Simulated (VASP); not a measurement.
# Cs8Sn8I23 (a cell with a defect) in VASP: single point with PBEsol

Aim: the single point of Cs8Sn8I23 (a cell with a defect) with PBEsol.

All numbers are computed with VASP 6.6.1; they aren't measurements. Logs are shortened: lines on timing, memory, paths and dates and some standing lists are left out, and cuts for length are marked.

### Step 1. The cell of the first run

The cell holds a defect, 39 atoms: a = 12.314 Å, b = 12.314 Å, c = 12.314 Å, α = 90.00°, β = 90.00°, γ = 90.00°.

### Step 2. Single point, PBEsol

Input file INCAR:

```
SYSTEM = Cs8Sn8I23
ALGO = Normal
EDIFF = 1E-6
ENCUT = 400
GGA = PS
GGA_COMPAT = .False.
ISIF = 2
ISMEAR = -1
ISYM = -1
LASPH = .True.
LCHARG = .True.
LELF = .True.
LREAL = Auto
LVHAR = .True.
LWAVE = .False.
NBANDS = 198
NELECT = 344.0
NELM = 120
PREC = Accurate
SIGMA = 0.05
```

Input file KPOINTS:

```
explicit points
1
Reciprocal
  0.25000000   0.25000000   0.25000000 1
```

Input file POSCAR:

```
Cs8Sn8I23
1.0
   12.3144620000      0.0000000000      0.0000000000
    0.0000000000     12.3144620000      0.0000000000
    0.0000000000      0.0000000000     12.3144620000
Cs Sn I
8 8 23
Direct
    0.9908760000      0.9891630000      0.9993810000
    0.9800900000      0.9811000000      0.4994770000
    0.9910670000      0.5108410000      0.9995510000
    0.9804740000      0.5174080000      0.4983820000
    0.5107480000      0.9892610000      0.9976920000
    0.5200410000      0.9799190000      0.4985330000
    0.5108670000      0.5088090000      0.0012200000
    0.5175680000      0.5196300000      0.5012010000
    0.2490440000      0.2500730000      0.2417180000
    0.2509020000      0.2507930000      0.7584720000
    0.2497240000      0.7503860000      0.2502800000
    0.2497580000      0.7507820000      0.7488990000
    0.7489280000      0.2499140000      0.2505310000
    0.7508440000      0.2503690000      0.7492090000
    0.7497590000      0.7498480000      0.2484690000
    0.7499530000      0.7502060000      0.7507920000
    0.2498000000      0.2517080000      0.9999590000
    0.2506520000      0.7500690000      0.0004120000
    0.2502260000      0.7508050000      0.5001580000
    0.7487240000      0.2493100000      0.0000850000
    0.7503060000      0.2509050000      0.5000920000
    0.7498880000      0.7509180000      0.9998660000
    0.7507860000      0.7490260000      0.4999560000
    0.0014430000      0.2498160000      0.2605000000
    0.0020620000      0.2510270000      0.7417480000
    0.9996650000      0.7502080000      0.2498830000
    0.0000840000      0.7499110000      0.7502460000
    0.4975010000      0.2508220000      0.2591160000
    0.4976410000      0.2498900000      0.7386900000
    0.5000890000      0.7494150000      0.2502870000
    0.5006250000      0.7511160000      0.7503670000
    0.2501510000      0.0018470000      0.2603800000
    0.2495400000      0.0026590000      0.7429630000
    0.2485040000      0.4980830000      0.2596640000
    0.2505850000      0.4985280000      0.7391840000
    0.7490120000      0.9999250000      0.2509260000
    0.7506070000      0.9999260000      0.7491930000
    0.7505220000      0.5003840000      0.2492210000
    0.7498410000      0.5005300000      0.7511470000
```

Potentials or basis: VASP PAW PBE potentials, release 64 (Cs_sv, Sn_d, I).

The run is started by

```
$ cat potpaw_PBE.64/Cs_sv/POTCAR potpaw_PBE.64/Sn_d/POTCAR potpaw_PBE.64/I/POTCAR > POTCAR
$ mpirun -np 1 vasp_std > vasp.out
```

OUTCAR:

```text
SYSTEM = Cs8Sn8I23
   EDIFF = 1E-6
   ENCUT = 400
   GGA = PS
   ISIF = 2
   ISMEAR = -1
   ISYM = -1
   LASPH = .True.
   LREAL = Auto
   NELECT = 344.0
   NELM = 120
   PREC = Accurate

 ion  position               nearest neighbor table
   1  0.991  0.989  0.999-
   2  0.980  0.981  0.499-
   3  0.991  0.511  1.000-
   4  0.980  0.517  0.498-
   5  0.511  0.989  0.998-
   6  0.520  0.980  0.499-
   7  0.511  0.509  0.001-
   8  0.518  0.520  0.501-
   9  0.249  0.250  0.242-  17 2.98  24 3.06  34 3.06  32 3.07  28 3.07
  10  0.251  0.251  0.758-  17 2.97  29 3.05  35 3.06  33 3.06  25 3.07
  11  0.250  0.750  0.250-  18 3.08  19 3.08  26 3.08  30 3.08  32 3.10  34 3.11
  12  0.250  0.751  0.749-  19 3.06  27 3.07  31 3.09  18 3.10  33 3.10  35 3.11
  13  0.749  0.250  0.251-  21 3.07  36 3.08  20 3.08  38 3.08  28 3.10  24 3.11
  14  0.751  0.250  0.749-  21 3.07  39 3.08  37 3.08  20 3.09  25 3.09  29 3.12
  15  0.750  0.750  0.248-  22 3.06  38 3.07  30 3.07  26 3.08  36 3.08  23 3.10
  16  0.750  0.750  0.751-  22 3.07  31 3.07  39 3.07  37 3.08  27 3.08  23 3.09
  17  0.250  0.252  1.000-  10 2.97   9 2.98
  18  0.251  0.750  0.000-  11 3.08  12 3.10
  19  0.250  0.751  0.500-  12 3.06  11 3.08
  20  0.749  0.249  0.000-  13 3.08  14 3.09
  21  0.750  0.251  0.500-  14 3.07  13 3.07
  22  0.750  0.751  1.000-  15 3.06  16 3.07
[... 15 lines left out ...]
  38  0.751  0.500  0.249-  15 3.07  13 3.08
  39  0.750  0.501  0.751-  16 3.07  14 3.08

IMPORTANT INFORMATION: All symmetrisations will be switched off!
NOSYMM: (Re-)initialisation of all symmetry stuff for point group C_1.

----------------------------------------------------------------------------------------

                                     Primitive cell

  volume of cell :    1867.4386

  direct lattice vectors                    reciprocal lattice vectors
    12.314462000  0.000000000  0.000000000     0.081205334  0.000000000  0.000000000
     0.000000000 12.314462000  0.000000000     0.000000000  0.081205334  0.000000000
     0.000000000  0.000000000 12.314462000     0.000000000  0.000000000  0.081205334

  length of vectors
    12.314462000 12.314462000 12.314462000     0.081205334  0.081205334  0.081205334

  position of ions in fractional coordinates (direct lattice)
     0.990876000  0.989163000  0.999381000
     0.980090000  0.981100000  0.499477000
     0.991067000  0.510841000  0.999551000
     0.980474000  0.517408000  0.498382000
     0.510748000  0.989261000  0.997692000
     0.520041000  0.979919000  0.498533000
[... 31 lines left out ...]
     0.750522000  0.500384000  0.249221000
[... 78 lines left out ...]
   NFREE  =      0    steps in history (QN), initial steepest desc. (CG)
   ISIF   =      2    stress and relaxation
   ISYM   =     -1    0-nonsym 1-usesym 2-fastsym
   POTIM  = 0.5000    time-step for ionic-motion
   TEBEG  =    0.0;   TEEND  =   0.0 temperature during run
   PSTRESS=    0.0 pullay stress
   NELECT =     344.0000    total number of electrons
   NUPDOWN=      -1.0000    fix difference up-down
   EMIN   =  10.00;   EMAX   =-10.00  energy-range for DOS
   EFERMI =   0.00;   METHOD = LEGACY
   ISMEAR =    -1;   SIGMA  =   0.05  broadening in eV -4-tet -1-fermi 0-gaus
   EFERMI_NEDOS =   21; number of points for ismear=-14 and -15
   IALGO  =     38    algorithm
   IMIX   =      4    mixing-type and parameters
     AMIX     =   0.40;   BMIX     =  1.00
     AMIX_MAG =   1.60;   BMIX_MAG =  1.00
  volume/ion in A,a.u.               =      47.88       323.13
  Fermi-wavevector in a.u.,A,eV,Ry     =   0.931491  1.760264 11.805453  0.867676
  Thomas-Fermi vector in A             =   2.057990
   LORBIT       =      0    0 simple, 1 ext, 2 COOP (PROOUT), +10 PAW based schemes
   GGA     = PS    functional components
   LHFCALC =     F    Hartree Fock is set to
   AEXX    =    0.0000 exact exchange contribution
   IVDW    =     0    specifies the selected vdW correction
   LEPSILON=     F    determine dielectric tensor
   LRPA    =     F    only Hartree local field effects (RPA)
 non-spin polarized calculation
  energy-cutoff  :      400.00
  volume of cell :     1867.44
 maximum number of plane-waves:     33935
 NGX is ok and might be reduce to    80
   NGX = 41   NGY = 41   NGZ = 41

 number of electron     344.0000138 magnetization

 Free energy of the ion-electron system (eV)
  ---------------------------------------------------
  ext. energy  EPLUGINS =         0.00000000
  ---------------------------------------------------
  free energy    TOTEN  =      -120.66381308 eV

  energy without entropy =     -120.66381261  energy(sigma->0) =     -120.66381284

 E-fermi :   2.4264     XC(G=0):  -7.6257

 val. band max:        1.6372903949   @ k =   0.2500   0.2500   0.2500
 cond. band min:       3.2146460107   @ k =   0.2500   0.2500   0.2500
 fundamental gap:      1.5773556158
 Fermi energy:         2.4264035907

 k-point     1 :       0.2500    0.2500    0.2500
  band No.  band energies     occupation
      1     -19.4651      2.00000
      2     -19.4607      2.00000
      3     -19.4274      2.00000
      4     -19.4263      2.00000
      5     -19.4239      2.00000
      6     -19.4231      2.00000
[... 176 lines left out ...]
    183       4.4311      0.00000
    184       4.4491      0.00000
 [bands above 184 left out]

------------------------ aborting loop because EDIFF is reached ----------------------------------------

  FORCE on cell =-STRESS in cart. coord.  units (eV):
  Direction    XX          YY          ZZ          XY          YZ          ZX
  --------------------------------------------------------------------------------------
  -------------------------------------------------------------------------------------
  Total      -11.1288845    -11.1394002    -12.2503786     -0.6494849     -0.5205768     -0.5230281
  in kB       -9.5480765     -9.5570985    -10.5102673     -0.5572285     -0.4466312     -0.4487343
  external PRESSURE =      -9.8718141 kB  Pullay stress =       0.0000000 kB

 VOLUME and BASIS-vectors are now :
 -----------------------------------------------------------------------------
  energy-cutoff  :      400.00
  volume of cell :     1867.44
      direct lattice vectors                 reciprocal lattice vectors
    12.314462000  0.000000000  0.000000000     0.081205334  0.000000000  0.000000000
     0.000000000 12.314462000  0.000000000     0.000000000  0.081205334  0.000000000
     0.000000000  0.000000000 12.314462000     0.000000000  0.000000000  0.081205334

 POSITION                                       TOTAL-FORCE (eV/Angst)
 -----------------------------------------------------------------------------------
     12.20210     12.18101     12.30684        -0.001199     -0.001950     -0.002929
     12.06928     12.08172      6.15079         0.011152      0.008464     -0.004299
     12.20446      6.29073     12.30893        -0.000407      0.000004     -0.000234
     12.07401      6.37160      6.13731         0.010912     -0.009467      0.002907
      6.28959     12.18222     12.28604        -0.000918     -0.000440     -0.000490
      6.40403     12.06718      6.13917        -0.015123      0.013783      0.002243
[... 31 lines left out ...]
      9.24227      6.16196      3.06902         0.000027      0.002676     -0.008215
      9.23389      6.16376      9.24997        -0.002690      0.003799      0.005101
 -----------------------------------------------------------------------------------
    total drift:                                0.006310      0.014908      0.003795

  FREE ENERGIE OF THE ION-ELECTRON SYSTEM (eV)
  ---------------------------------------------------
  free  energy   TOTEN  =      -120.6638130841 eV

  energy  without entropy=     -120.6638126053  energy(sigma->0) =     -120.66381284
```

stdout:

```text
POSCAR found type information on POSCAR CsSnI
 POSCAR found :  3 types and      39 ions
 scaLAPACK will be used
 -----------------------------------------------------------------------------
|                                                                             |
|                                                                             |
|     You enforced a specific xc type in the INCAR file but a different       |
|     I HOPE YOU KNOW WHAT YOU ARE DOING!                                     |
|                                                                             |
 -----------------------------------------------------------------------------

 LDA part: xc-table for (Slater+PW92), standard interpolation
 POSCAR, INCAR and KPOINTS ok, starting setup
 FFT: planning ... GRIDC
 FFT: planning ... GRID_SOFT
 FFT: planning ... GRID
 WAVECAR not read
 entering main loop
 the old and the new charge density differ
 old charge density:   345.00000 new  344.00001
    0.132E+01
```

It took 7.7 min on 1 thread of Intel Xeon Platinum 8375C at 2.90GHz (Ice Lake), shared host; peak memory 1 GiB.

What came out:

| Quantity | Value |
| --- | --- |
| Free energy | -120.6638 eV |
| Largest force | 0.025 eV/Å |

Forces on the atoms (eV/Å):
```
Cs  -0.001 -0.002 -0.003
Cs   0.011  0.008 -0.004
Cs   0.000  0.000  0.000
Cs   0.011 -0.009  0.003
Cs  -0.001  0.000  0.000
Cs  -0.015  0.014  0.002
Cs   0.003  0.002  0.002
Cs  -0.006 -0.010  0.002
Sn   0.002 -0.002 -0.025
Sn  -0.010  0.002  0.018
Sn   0.003 -0.018  0.012
Sn   0.012  0.000  0.009
Sn   0.002  0.004  0.004
Sn  -0.006 -0.002  0.002
Sn  -0.001  0.003  0.010
Sn   0.007 -0.001  0.000
I    0.000  0.009  0.013
I    0.000 -0.001 -0.014
I    0.003  0.007  0.001
I   -0.003 -0.004 -0.001
I    0.002  0.007 -0.003
I    0.002  0.005 -0.001
I   -0.002 -0.004 -0.006
I   -0.005 -0.003 -0.005
I   -0.019  0.000  0.005
I   -0.012  0.005 -0.007
I   -0.009 -0.002  0.007
I    0.005  0.001 -0.005
I    0.025 -0.001  0.002
I    0.008 -0.007  0.001
I   -0.002  0.003 -0.002
I   -0.002  0.008 -0.005
I    0.000 -0.022  0.004
I    0.001  0.007 -0.008
I    0.001  0.010  0.002
I   -0.003 -0.012  0.000
I    0.004  0.000 -0.004
I    0.000  0.003 -0.008
I   -0.003  0.004  0.005
```

Levels at points of the mesh, in eV from the Fermi level:
```
           k point  band 169  band 170  band 171  band 172  band 173  band 174  band 175  band 176
(0.25, 0.25, 0.25)     -1.16     -1.04     -1.02     -0.79      0.79      1.43      1.50      1.67
```

Caveat: the cell carries a net charge on a neutralising background, which shifts energy and pressure; the cell is charged against a uniform background, so pressure and absolute levels hang on convention; the PAW data sets were made with another functional, which shifts forces and pressure a little; spin-orbit coupling is left out, which moves the levels of the heavy elements.
